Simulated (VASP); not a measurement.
SnO2, 6 atoms in the cell. The typed cell holds 6 atoms: a = 4.903 Å, b = 4.903 Å, c = 3.297 Å, α = 90.00°, β = 90.00°, γ = 90.00°.  This cell differs from its parent crystal: strain +0.030 along x and y, +0.030 along z.

- Program: VASP 6.6.1
- Task: single point
- Functional: r2SCAN
- Potentials or basis: VASP PAW PBE potentials, release 64 (Sn_d, O)
- Cutoff: 520 eV
- k mesh: 6 × 6 × 8
- Occupations: gaussian, width 0.05 eV
- Spin: no spin polarisation
- Dipole correction: no
- Further INCAR settings: ALGO = Normal; EDIFF = 1e-07; NBANDS = 35

Potentials or basis: VASP PAW PBE potentials, release 64 (Sn_d, O).

Command:

```sh
$ cat potpaw_PBE.64/Sn_d/POTCAR potpaw_PBE.64/O/POTCAR > POTCAR
$ cp INCAR.step1 INCAR
$ mpirun -np 1 vasp_std > vasp.out
$ cp INCAR.step2 INCAR
$ mpirun -np 1 vasp_std > vasp.out
```

Hardware: 1 thread of AMD EPYC 7R13 Processor (Zen 3) (shared host).

Task: How long does it take, and how much memory?

Result: It took 13 min on 1 thread of AMD EPYC 7R13 Processor (Zen 3) (shared host), peak memory 0.28 GiB. Counts: k points 80.
